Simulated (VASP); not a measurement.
Wanted: the native input for a VASP 6.6.1 run.

```yaml
Task: single point
Functional: PBE
Potentials_or_basis: VASP PAW PBE potentials, release 64 (In_d, O)
Cutoff: 520 eV
k_mesh: 8 × 8 × 8
Occupations: gaussian, width 0.1 eV
Spin: no spin polarisation
Dipole_correction: no
Further_INCAR_settings: ALGO = Normal; EDIFF = 1e-06; NBANDS = 44
```

The structure of In5O lies in POSCAR:

```
In5O
1.0
    0.0000000000      4.2915454249      4.2915454249
    4.2915454249      0.0000000000      4.2915454249
    4.2915454249      4.2915454249      0.0000000000
In O
5 1
Direct
    0.3745970939      0.3745970939      0.8762087182
    0.3745970939      0.8762087182      0.3745970939
    0.8762087182      0.3745970939      0.3745970939
    0.3745970939      0.3745970939      0.3745970939
    0.7500000000      0.7500000000      0.7500000000
    0.0000000000      0.0000000000      0.0000000000
```

The cell was built from a structure type or drawn by symmetry, and may not be a known phase.

One way to write it, as run:

INCAR

```
PREC = Accurate
ENCUT = 520
EDIFF = 1E-6
ISMEAR = 0
SIGMA = 0.1
LREAL = F
LASPH = T
NELM = 100
ALGO = Normal
ISIF = 2
LWAVE = F
LCHARG = F
GGA = PE
NBANDS = 44
```

KPOINTS

```
Automatic mesh
0
Gamma
  8 8 8
```

Potentials or basis: VASP PAW PBE potentials, release 64 (In_d, O).

Command:

```bash
$ cat potpaw_PBE.64/In_d/POTCAR potpaw_PBE.64/O/POTCAR > POTCAR
$ mpirun -np 1 vasp_std > vasp.out
```

It gave:

* Pressure: -0.1 GPa
* Band gap on the k mesh: zero (an odd number of electrons rules out a gap without spin polarisation)

Caveat: spin-orbit coupling is left out, which moves the levels of the heavy elements; an odd number of electrons without spin polarisation forces a metal; a magnetic or distorted state may lie lower.

Run time: 6.5 min on 1 thread of Intel(R) Xeon(R) Platinum 8259CL CPU @ 2.50GHz (Skylake/Cascade Lake) (shared host), peak memory 0.39 GiB.
